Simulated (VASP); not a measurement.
# SnSe in VASP: notebook

Aim: see how the results for SnSe move with the level of theory and the settings. Levels: PBE, PBEsol, LDA. Tasks: single point.

All numbers are computed with VASP 6.6.1; they aren't measurements. Logs are shortened: lines on timing, memory, paths and dates and some standing lists are left out, and cuts for length are marked.

### Step 1. The cell of the first run

The structure is cubic, space group Fm-3m (No. 225). Conventional cell: a = 6.020 Å, b = 6.020 Å, c = 6.020 Å, α = 90.00°, β = 90.00°, γ = 90.00°. Within 4.0 Å of Sn (site symmetry m-3m) lie 6 Se at 3.01 Å. Within 4.0 Å of Se (site symmetry m-3m) lie 6 Sn at 3.01 Å.

### Step 2. Single point, PBE

Contents of INCAR:

```
ALGO = Normal ; EDIFF = 1E-6
ENCUT = 520 ; GGA = PE
ISIF = 2 ; ISMEAR = 0
LASPH = True ; LCHARG = False
LREAL = False ; LWAVE = False
NBANDS = 17 ; NELM = 80
PREC = Accurate ; SIGMA = 0.012
```

Contents of KPOINTS:

```
k-points
0
Gamma
  8 8 8
```

Contents of POSCAR:

```
SnSe
1.0
    0.0000000000      3.0100000000      3.0100000000
    3.0100000000      0.0000000000      3.0100000000
    3.0100000000      3.0100000000      0.0000000000
Sn Se
1 1
Direct
    0.0000000000      0.0000000000      0.0000000000
    0.5000000000      0.5000000000      0.5000000000
```

Potentials or basis: VASP PAW PBE potentials, release 64 (Sn_d, Se).

Run with:

```console
> cat potpaw_PBE.64/Sn_d/POTCAR potpaw_PBE.64/Se/POTCAR > POTCAR
> mpirun -np 1 vasp_std > vasp.out
```

OUTCAR:

```text
EDIFF = 1E-6
   ENCUT = 520
   GGA = PE
   ISIF = 2
   ISMEAR = 0
   LASPH = True
   LREAL = False
   NELM = 80
   PREC = Accurate

 ion  position               nearest neighbor table
   1  0.000  0.000  0.000-   2 3.01   2 3.01   2 3.01   2 3.01   2 3.01   2 3.01
   2  0.500  0.500  0.500-   1 3.01   1 3.01   1 3.01   1 3.01   1 3.01   1 3.01

  LATTYP: Found a face centered cubic cell.
 ALAT       =     6.0200000000

  Lattice vectors:

 A1 = (   0.0000000000,   3.0100000000,   3.0100000000)
 A2 = (   3.0100000000,   0.0000000000,   3.0100000000)
 A3 = (   3.0100000000,   3.0100000000,   0.0000000000)

Analysis of symmetry for initial positions (statically):
=====================================================================
 Subroutine PRICEL returns:
 Original cell was already a primitive cell.

 Routine SETGRP: Setting up the symmetry group for a
 face centered cubic supercell.

 Subroutine GETGRP returns: Found 48 space group operations
[... 9 lines left out ...]

 Routine SETGRP: Setting up the symmetry group for a
 face centered cubic supercell.

 Subroutine GETGRP returns: Found 48 space group operations
[... 11 lines left out ...]
                                     Primitive cell

  volume of cell :      54.5418

  direct lattice vectors                    reciprocal lattice vectors
     0.000000000  3.010000000  3.010000000    -0.166112957  0.166112957  0.166112957
     3.010000000  0.000000000  3.010000000     0.166112957 -0.166112957  0.166112957
     3.010000000  3.010000000  0.000000000     0.166112957  0.166112957 -0.166112957

  length of vectors
     4.256782823  4.256782823  4.256782823     0.287716081  0.287716081  0.287716081

  position of ions in fractional coordinates (direct lattice)
     0.000000000  0.000000000  0.000000000
     0.500000000  0.500000000  0.500000000

  ion indices of the primitive-cell ions
   primitive index   ion index
                 1           1
                 2           2

----------------------------------------------------------------------------------------

 KPOINTS: k-points

Automatic generation of k-mesh.
 Grid dimensions read from file:
 generate k-points for:    8    8    8

 Generating k-lattice:

  Cartesian coordinates                     Fractional coordinates (reciprocal lattice)
    -0.020764120  0.020764120  0.020764120     0.125000000  0.000000000  0.000000000
[... 48 lines left out ...]
   NGXF,Y,Z  is equivalent  to a cutoff of  24.99, 24.99, 24.99 a.u.
 SYSTEM =  unknown system
   PREC   = accura    normal or accurate (medium, high low for compatibility)
   ISTART =      0    job   : 0-new  1-cont  2-samecut
   ICHARG =      2    charge: 1-file 2-atom 10-const
   ISPIN  =      1    spin polarized calculation?
   LNONCOLLINEAR =      F non collinear calculations
   LSORBIT =      F    spin-orbit coupling
   LASPH  =      T    aspherical Exc in radial PAW
   ENCUT  =  520.0 eV  38.22 Ry    6.18 a.u.   7.91  7.91  7.91*2*pi/ulx,y,z
   NELM   =     80;   NELMIN=  2; NELMDL= -5     # of ELM steps
   EDIFF  = 0.1E-05   stopping-criterion for ELM
   LREAL  =      F    real-space projection
   EDIFFG = 0.1E-04   stopping-criterion for IOM
   NSW    =      0    number of steps for IOM
   IBRION =     -1    ionic relax: 0-MD 1-quasi-New 2-CG
   NFREE  =      0    steps in history (QN), initial steepest desc. (CG)
   ISIF   =      2    stress and relaxation
   ISYM   =      2    0-nonsym 1-usesym 2-fastsym
   POTIM  = 0.5000    time-step for ionic-motion
   TEBEG  =    0.0;   TEEND  =   0.0 temperature during run
   PSTRESS=    0.0 pullay stress
   NELECT =      20.0000    total number of electrons
   NUPDOWN=      -1.0000    fix difference up-down
   EMIN   =  10.00;   EMAX   =-10.00  energy-range for DOS
   EFERMI =   0.00;   METHOD = LEGACY
   ISMEAR =     0;   SIGMA  =   0.01  broadening in eV -4-tet -1-fermi 0-gaus
   EFERMI_NEDOS =   21; number of points for ismear=-14 and -15
   IALGO  =     38    algorithm
   IMIX   =      4    mixing-type and parameters
     AMIX     =   0.40;   BMIX     =  1.00
     AMIX_MAG =   1.60;   BMIX_MAG =  1.00
  volume/ion in A,a.u.               =      27.27       184.03
  Fermi-wavevector in a.u.,A,eV,Ry     =   1.171768  2.214321 18.681350  1.373040
  Thomas-Fermi vector in A             =   2.308207
   LORBIT       =      0    0 simple, 1 ext, 2 COOP (PROOUT), +10 PAW based schemes
   GGA     = PE    functional components
   LHFCALC =     F    Hartree Fock is set to
   AEXX    =    0.0000 exact exchange contribution
   IVDW    =     0    specifies the selected vdW correction
   LEPSILON=     F    determine dielectric tensor
   LRPA    =     F    only Hartree local field effects (RPA)
 non-spin polarized calculation
 Gauss-broadening in eV      SIGMA  =   0.01
  energy-cutoff  :      520.00
  volume of cell :       54.54
 maximum number of plane-waves:      1480
   NGX = 15   NGY = 15   NGZ = 15

 number of electron      20.0000005 magnetization

 Free energy of the ion-electron system (eV)
  ---------------------------------------------------
  ext. energy  EPLUGINS =         0.00000000
  ---------------------------------------------------
  free energy    TOTEN  =        -8.21894584 eV

  energy without entropy =       -8.21894584  energy(sigma->0) =       -8.21894584

 E-fermi :   5.7195     XC(G=0):  -9.5996

 val. band max:        5.5840840106   @ k =   0.5000   0.0000   0.0000
 cond. band min:       6.1660539038   @ k =   0.5000   0.0000   0.0000
 fundamental gap:      0.5819698932
 Fermi energy:         5.7194813627

 k-point     1 :       0.0000    0.0000    0.0000
  band No.  band energies     occupation
      1     -16.0186      2.00000
      2     -16.0186      2.00000
      3     -16.0186      2.00000
      4     -16.0164      2.00000
      5     -16.0164      2.00000
      6      -8.2797      2.00000
[... 457 lines left out ...]
      4     -16.0097      2.00000
      5     -16.0046      2.00000
      6      -7.2023      2.00000
[... 9 lines left out ...]
     16      16.3816      0.00000
     17      16.4645      0.00000

 [... further k-points ...]
[... 5 lines left out ...]
  --------------------------------------------------------------------------------------
  -------------------------------------------------------------------------------------
  Total        0.3089667      0.3089667      0.3089667      0.0000000      0.0000000     -0.0000000
  in kB        9.0759640      9.0759640      9.0759640      0.0000000      0.0000000     -0.0000000
  external PRESSURE =       9.0759640 kB  Pullay stress =       0.0000000 kB

 VOLUME and BASIS-vectors are now :
 -----------------------------------------------------------------------------
  energy-cutoff  :      520.00
  volume of cell :       54.54
      direct lattice vectors                 reciprocal lattice vectors
     0.000000000  3.010000000  3.010000000    -0.166112957  0.166112957  0.166112957
     3.010000000  0.000000000  3.010000000     0.166112957 -0.166112957  0.166112957
     3.010000000  3.010000000  0.000000000     0.166112957  0.166112957 -0.166112957

 POSITION                                       TOTAL-FORCE (eV/Angst)
 -----------------------------------------------------------------------------------
      0.00000      0.00000      0.00000         0.000000     -0.000000     -0.000000
      3.01000      3.01000      3.01000        -0.000000      0.000000      0.000000
 -----------------------------------------------------------------------------------
    total drift:                                0.000000     -0.000000     -0.000000

  FREE ENERGIE OF THE ION-ELECTRON SYSTEM (eV)
  ---------------------------------------------------
  free  energy   TOTEN  =        -8.2189458417 eV

  energy  without entropy=       -8.2189458417  energy(sigma->0) =       -8.21894584
```

It took 31 s on 1 thread of Intel Xeon 8259CL, shared host; peak memory 0.19 GiB.

Results:

```
Free energy            : -8.2189 eV
Pressure               : 0.9 GPa
Band gap on the k mesh : 0.58 eV, direct
```

Levels at points of the mesh, in eV from the valence-band top:
```csv
k point,band 8,band 9,band 10,band 11,band 12,band 13
"(0.00, 0.00, 0.00)",-2.19,-2.19,-2.19,4.32,4.32,4.32
"(0.50, 0.00, 0.00)",-1.94,-1.94,0.00,0.58,1.25,1.25
"(0.50, 0.50, 0.00)",-5.46,-3.63,-3.63,3.03,5.35,5.35
```

Caveat: spin-orbit coupling is left out, which moves the levels of the heavy elements. A k mesh can miss the band edges.

### Step 3. Single point, PBEsol (atoms moved at random)

Contents of INCAR:

```
SYSTEM = SnSe
  PREC = Accurate
  ENCUT = 500
  EDIFF = 1E-6
  ISMEAR = -1
  SIGMA = 0.05
  LREAL = .False.
  LASPH = .True.
  NELM = 120
  ALGO = Normal
  ISIF = 2
  LWAVE = .False.
  LCHARG = .False.
  GGA = PS
  NBANDS = 17
  GGA_COMPAT = .False.
```

Contents of KPOINTS:

```
Automatic mesh
0
Gamma
  8 8 8
  0 0 0
```

Contents of POSCAR:

```
SnSe
1.0
    0.0000000000      3.0100000000      3.0100000000
    3.0100000000      0.0000000000      3.0100000000
    3.0100000000      3.0100000000      0.0000000000
Sn Se
1 1
Direct
   -0.0184030000      0.0023140000      0.0063990000
    0.4963780000      0.5051110000      0.5036250000
```

Potentials or basis: VASP PAW PBE potentials, release 64 (Sn_d, Se).

Run with:

```console
> cat potpaw_PBE.64/Sn_d/POTCAR potpaw_PBE.64/Se/POTCAR > POTCAR
> mpirun -np 1 vasp_std > vasp.out
```

OUTCAR:

```text
SYSTEM = SnSe
   PREC = Accurate
   ENCUT = 500
   EDIFF = 1E-6
   ISMEAR = -1
   LREAL = .False.
   LASPH = .True.
   NELM = 120
   ISIF = 2
   GGA = PS

 ion  position               nearest neighbor table
   1  0.982  0.002  0.006-   2 2.96   2 2.97   2 3.01   2 3.01   2 3.05   2 3.06
   2  0.496  0.505  0.504-   1 2.96   1 2.97   1 3.01   1 3.01   1 3.05   1 3.06

  LATTYP: Found a face centered cubic cell.
 ALAT       =     6.0200000000

  Lattice vectors:

[... 664 lines left out ...]
 [... further k-points ...]

------------------------ aborting loop because EDIFF is reached ----------------------------------------

  FORCE on cell =-STRESS in cart. coord.  units (eV):
  Direction    XX          YY          ZZ          XY          YZ          ZX
  --------------------------------------------------------------------------------------
  -------------------------------------------------------------------------------------
  Total       -0.6459427     -0.6339264     -0.6200639      0.0002790      0.0099222     -0.0000164
  in kB      -18.9747091    -18.6217256    -18.2145130      0.0081960      0.2914657     -0.0004808
  external PRESSURE =     -18.6036492 kB  Pullay stress =       0.0000000 kB

 VOLUME and BASIS-vectors are now :
 -----------------------------------------------------------------------------
  energy-cutoff  :      500.00
  volume of cell :       54.54
      direct lattice vectors                 reciprocal lattice vectors
     0.000000000  3.010000000  3.010000000    -0.166112957  0.166112957  0.166112957
     3.010000000  0.000000000  3.010000000     0.166112957 -0.166112957  0.166112957
     3.010000000  3.010000000  0.000000000     0.166112957  0.166112957 -0.166112957

 POSITION                                       TOTAL-FORCE (eV/Angst)
 -----------------------------------------------------------------------------------
      0.02623      2.97387      2.96157         0.000012      0.000759      0.001453
      3.03630      3.01001      3.01448        -0.000012     -0.000759     -0.001453
 -----------------------------------------------------------------------------------
    total drift:                               -0.000058      0.000048      0.000235

  FREE ENERGIE OF THE ION-ELECTRON SYSTEM (eV)
  ---------------------------------------------------
  free  energy   TOTEN  =        -8.9738242988 eV

  energy  without entropy=       -8.9737873705  energy(sigma->0) =       -8.97380583
```

OSZICAR:

```text
N       E                     dE             d eps       ncg     rms          rms(c)
DAV:   1     0.130661570042E+03    0.13066E+03   -0.95855E+03  8920   0.140E+03
DAV:   2     0.360456856326E+01   -0.12706E+03   -0.12292E+03  9572   0.344E+02
DAV:   3    -0.881949408905E+01   -0.12424E+02   -0.12328E+02 10720   0.933E+01
DAV:   4    -0.913589421679E+01   -0.31640E+00   -0.31616E+00 10674   0.157E+01
DAV:   5    -0.914496511364E+01   -0.90709E-02   -0.90705E-02 12695   0.261E+00    0.301E+00
DAV:   6    -0.897787655542E+01    0.16709E+00   -0.40923E-01 13093   0.412E+00    0.179E+00
DAV:   7    -0.897390692841E+01    0.39696E-02   -0.67784E-02 10640   0.127E+00    0.860E-01
DAV:   8    -0.897396907347E+01   -0.62145E-04   -0.68667E-03 11039   0.700E-01    0.904E-02
DAV:   9    -0.897379995239E+01    0.16912E-03   -0.12009E-03 12892   0.261E-01    0.432E-02
DAV:  10    -0.897382276751E+01   -0.22815E-04   -0.10707E-04 10593   0.658E-02    0.824E-03
DAV:  11    -0.897382427534E+01   -0.15078E-05   -0.66882E-06 12045   0.198E-02    0.214E-03
DAV:  12    -0.897382429882E+01   -0.23480E-07   -0.28287E-07  5903   0.654E-03
   1 F= -.89738243E+01 E0= -.89738058E+01  d E =-.369283E-04
```

stdout:

```text
POSCAR found type information on POSCAR SnSe
 POSCAR found :  2 types and       2 ions
 scaLAPACK will be used
 -----------------------------------------------------------------------------
|                                                                             |
|                                                                             |
|     You enforced a specific xc type in the INCAR file but a different       |
|     I HOPE YOU KNOW WHAT YOU ARE DOING!                                     |
|                                                                             |
 -----------------------------------------------------------------------------

 LDA part: xc-table for (Slater+PW92), standard interpolation
 POSCAR, INCAR and KPOINTS ok, starting setup
 FFT: planning ... GRIDC
 FFT: planning ... GRID_SOFT
 FFT: planning ... GRID
 WAVECAR not read
 entering main loop
```

Run time: 3.4 min. Hardware: 1 thread of Intel Xeon 8259CL, shared host; peak memory 0.35 GiB.

Results:

```
Free energy            : -8.9738 eV
Pressure               : -1.9 GPa
Band gap on the k mesh : 0.64 eV, direct
```

Caveat: the cell differs from its parent crystal (atoms moved at random); the PAW data sets were made with another functional, which shifts forces and pressure a little; spin-orbit coupling is left out, which moves the levels of the heavy elements. A k mesh can miss the band edges.

### Step 4. Single point, LDA

This run uses another cell than the first one, of 25.63 Å³/atom, 0.940 times its volume.

Contents of INCAR:

```
SYSTEM = SnSe
  ALGO = Normal
  EDIFF = 1E-7
  ENCUT = 520
  GGA = CA
  ISIF = 2
  ISMEAR = -1
  LASPH = .TRUE.
  LCHARG = .FALSE.
  LREAL = .FALSE.
  LWAVE = .FALSE.
  NBANDS = 17
  NELM = 100
  PREC = Accurate
  SIGMA = 0.05
```

Contents of KPOINTS:

```
k-points
0
G
  8 8 8
  0 0 0
```

Contents of POSCAR:

```
SnSe
1.0
    0.0000000000      2.9485541872      2.9485541872
    2.9485541872      0.0000000000      2.9485541872
    2.9485541872      2.9485541872      0.0000000000
Sn Se
1 1
Direct
    0.0000000000      0.0000000000      0.0000000000
    0.5000000000      0.5000000000      0.5000000000
```

Potentials or basis: VASP PAW LDA potentials, release 64 (Sn_d, Se).

Run with:

```console
> cat potpaw_LDA.64/Sn_d/POTCAR potpaw_LDA.64/Se/POTCAR > POTCAR
> mpirun -np 1 vasp_std > vasp.out
```

Run time: 25 s. Hardware: 1 thread of Intel Xeon 8259CL, shared host; peak memory 0.16 GiB.

The run converged. Its results:

- Free energy: -9.5098 eV
- Pressure: 0.0 GPa
- Band gap on the k mesh: 0.77 eV, indirect (least direct gap 0.91 eV)

Levels at points of the mesh, in eV from the valence-band top:
```
           k point  band 6  band 7  band 8  band 9  band 10  band 11  band 12  band 13  band 14  band 15
(0.00, 0.00, 0.00)  -14.17   -4.85   -2.22   -2.22    -2.22     4.58     4.58     4.58     5.92     5.92
(0.50, 0.00, 0.00)  -13.09   -8.30   -1.94   -1.94    -0.01     0.90     1.28     1.28     8.46    10.43
(0.50, 0.50, 0.00)  -12.75   -5.99   -5.78   -3.79    -3.79     2.91     5.74     5.74     6.41    10.85
```

Caveat: spin-orbit coupling is left out, which moves the levels of the heavy elements. A k mesh can miss the band edges.

### Step 5. Single point, LDA

This run uses another cell than the first one, of 26.18 Å³/atom, 0.960 times its volume.

Contents of INCAR:

```
ALGO = Normal ; EDIFF = 1E-7
ENCUT = 520 ; GGA = CA
ISIF = 2 ; ISMEAR = -1
LASPH = T ; LCHARG = F
LREAL = F ; LWAVE = F
NBANDS = 17 ; NELM = 60
PREC = Accurate ; SIGMA = 0.05
```

Contents of KPOINTS:

```
k-points
0
Gamma
  8 8 8
```

Contents of POSCAR:

```
SnSe
1.0
    0.0000000000      2.9693193375      2.9693193375
    2.9693193375      0.0000000000      2.9693193375
    2.9693193375      2.9693193375      0.0000000000
Sn Se
1 1
Direct
    0.0000000000      0.0000000000      0.0000000000
    0.5000000000      0.5000000000      0.5000000000
```

Run with:

```console
> cat potpaw_LDA.64/Sn_d/POTCAR potpaw_LDA.64/Se/POTCAR > POTCAR
> mpirun -np 1 vasp_std > vasp.out
```

Run time: 26 s. Hardware: 1 thread of Intel Xeon 8259CL, shared host; peak memory 0.16 GiB.

The run converged. Its results:

| Property | Result |
| --- | --- |
| Free energy | -9.5057 eV |
| Pressure | -1.2 GPa |
| Band gap on the k mesh | 0.75 eV, indirect (least direct gap 0.81 eV) |

Levels at points of the mesh, in eV from the valence-band top:
| k point | band 8 | band 9 | band 10 | band 11 | band 12 | band 13 |
| --- | --- | --- | --- | --- | --- | --- |
| (0.00, 0.00, 0.00) | -2.16 | -2.16 | -2.16 | 4.50 | 4.50 | 4.50 |
| (0.50, 0.00, 0.00) | -1.89 | -1.89 | 0.00 | 0.81 | 1.29 | 1.29 |
| (0.50, 0.50, 0.00) | -5.63 | -3.70 | -3.70 | 2.98 | 5.61 | 5.61 |

Caveat: spin-orbit coupling is left out, which moves the levels of the heavy elements.

### Step 6. Overview

| level | potentials or basis | cell | cutoff (eV) | smearing | gap on the mesh (eV) | pressure (GPa) |
| --- | --- | --- | --- | --- | --- | --- |
| PBE | VASP PAW PBE potentials, release 64 (Sn_d, Se) | a = 4.257 Å, angles 60.0°, 2 atoms | 520 | gaussian 0.012 eV | 0.58 | 0.9 |
| PBEsol | VASP PAW PBE potentials, release 64 (Sn_d, Se) | a = 4.257 Å, angles 60.0°, 2 atoms | 500 | fermi-dirac 0.05 eV | 0.64 | -1.9 |
| LDA | VASP PAW LDA potentials, release 64 (Sn_d, Se) | a = 4.170 Å, angles 60.0°, 2 atoms | 520 | fermi-dirac 0.05 eV | 0.77 | 0.0 |
| LDA | VASP PAW LDA potentials, release 64 (Sn_d, Se) | a = 4.199 Å, angles 60.0°, 2 atoms | 520 | fermi-dirac 0.05 eV | 0.75 | -1.2 |

Some of these runs hold the atoms at other places in the same cell, which the table doesn't show; runs alike in all that it shows share one row.

Alike in all rows: task single point; no spin polarisation; k mesh 8 × 8 × 8.

Caveats: spin-orbit coupling is left out, which moves the levels of the heavy elements; the PAW data sets were made with another functional, which shifts forces and pressure a little (some runs).

Absolute energies hang on the potentials; compare differences alone.
